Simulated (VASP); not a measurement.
MnS, 2 atoms in the cell. The structure is cubic, space group F-43m (No. 216). Conventional cell: a = 4.914 Å, b = 4.914 Å, c = 4.914 Å, α = 90.00°, β = 90.00°, γ = 90.00°. Mn (site symmetry -43m) has 4 S at 2.13 Å within 2.8 Å. S (site symmetry -43m) has 4 Mn at 2.13 Å within 2.8 Å. 

| Property | Result |
| --- | --- |
| Program | VASP 6.6.1 |
| Task | single point |
| Functional | RPBE |
| Dispersion | D3(BJ) |
| Potentials or basis | VASP PAW PBE potentials, release 64 (Mn_pv, S) |
| Cutoff | 520 eV |
| k mesh | 9 × 9 × 9 |
| Occupations | fermi-dirac, width 0.05 eV |
| Spin | collinear spin, ferromagnetic start |
| Starting moments | [4.0, 0.0] μB |
| Dipole correction | no |
| Further INCAR settings | ALGO = Normal; EDIFF = 1e-06; NBANDS = 20 |

Potentials or basis: VASP PAW PBE potentials, release 64 (Mn_pv, S).

The run is started by

```console
$ cat potpaw_PBE.64/Mn_pv/POTCAR potpaw_PBE.64/S/POTCAR > POTCAR
$ mpirun -np 1 vasp_std > vasp.out
```

Hardware: 1 thread of Intel(R) Xeon(R) 6975P-C (Granite Rapids), with other jobs on the host.

Q: Estimate the wall time of this run.

A: Wall time 42 s on 1 thread of Intel(R) Xeon(R) 6975P-C (Granite Rapids) (shared host), peak memory 0.19 GiB. Counts: scf iterations 25, k points 35.
